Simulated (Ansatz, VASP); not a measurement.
# One calculation of SiC, two programs

```
CELL_PARAMETERS angstrom
2.18986 -2.18986 0.00000
2.18986 0.00000 -2.18986
10.21922 8.02957 8.02957
ATOMIC_POSITIONS crystal
Si 0.86808 0.86808 0.39580
Si 0.25696 0.25696 0.22913
Si 0.47920 0.47920 0.56247
Si 0.70143 0.70143 0.89580
Si 0.09031 0.09031 0.72913
Si 0.64585 0.64585 0.06247
C 0.52086 0.52086 0.43747
C 0.90974 0.90974 0.27080
C 0.13198 0.13198 0.60413
C 0.35421 0.35421 0.93747
C 0.74309 0.74309 0.77080
C 0.29863 0.29863 0.10413
```

Alike in both runs: task single point; functional PBE; k mesh 10 × 10 × 2; occupations gaussian, width 0.05 eV; no spin polarisation.

```csv
,VASP,Ansatz
version,VASP 6.6.1,Ansatz 0.2.0
potentials or method,"VASP PAW PBE potentials, release 64 (Si, C), cutoff 520 eV","scalar-relativistic, plane waves, PAW"
valence electrons in the cell,48,48
```

|  | VASP | Ansatz | Ansatz less VASP |
| --- | --- | --- | --- |
| gap on the k mesh at the Fermi level (eV) | 0.09 | 0.09 | +0.003 |
| least direct gap on the mesh (eV) | 0.38 | 0.39 | +0.007 |
| pressure (GPa) | 0.4 | 0.5 | +0.04 |
| traceless stress, the component that is largest in VASP (GPa) | 4.38 | 4.40 | +0.026 |
| rms of the force components (eV/Å) | 0.361 | 0.362 | +0.0001 |

Atom by atom the forces differ by 0.004 eV/Å (rms over components).
